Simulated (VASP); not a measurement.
Input of a VASP 6.6.1 run:

The input INCAR:

```
  PREC = Accurate
  ENCUT = 520
  EDIFF = 1E-6
  ISMEAR = 0
  SIGMA = 0.15
  LREAL = False
  LASPH = True
  NELM = 60
  ALGO = Normal
  ISIF = 2
  LWAVE = False
  LCHARG = False
  GGA = PE
  NBANDS = 84
```

KPOINTS

```
regular mesh
0
Gamma
  5 3 4
```

Contents of POSCAR:

```
Zn12H
1.0
    5.3200000000      0.0000000000      0.0000000000
   -3.9900000000      6.9108830000      0.0000000000
    0.0000000000      0.0000000000      4.9369600000
Zn H
12 1
Direct
    0.0018111483      0.0003391752      0.0059757422
    0.1568559444      0.2114420111      0.5009821834
   -0.0070187031      0.3282129071     -0.0338621338
    0.1594870846      0.5617033308      0.5206983650
    0.0013064659      0.6644434582      0.0287134188
    0.1732307352      0.8934700530      0.4984233212
    0.4990980856     -0.0021862619      0.0070103870
    0.6641388562      0.2207751166      0.4806492254
    0.5039343336      0.3315748509     -0.0390728302
    0.6810331343      0.5636263846      0.5016730944
    0.5081246552      0.6719080615     -0.0407072368
    0.6646762160      0.8901073857      0.4929381644
    0.3213193165      0.4425881613      0.3344163210
```

Potentials or basis: VASP PAW PBE potentials, release 64 (Zn, H).

Launch:

```bash
$ cat potpaw_PBE.64/Zn/POTCAR potpaw_PBE.64/H/POTCAR > POTCAR
$ mpirun -np 1 vasp_std > vasp.out
```

**Question.** Predict the largest force.

**Answer.** 0.021 eV/Å.

**Question.** Predict the pressure.

**Answer.** 3.2 GPa.

Stress tensor (GPa, compression positive):
```
 2.89  1.12 -0.04
 1.12  3.46  0.12
-0.04  0.12  3.34
```
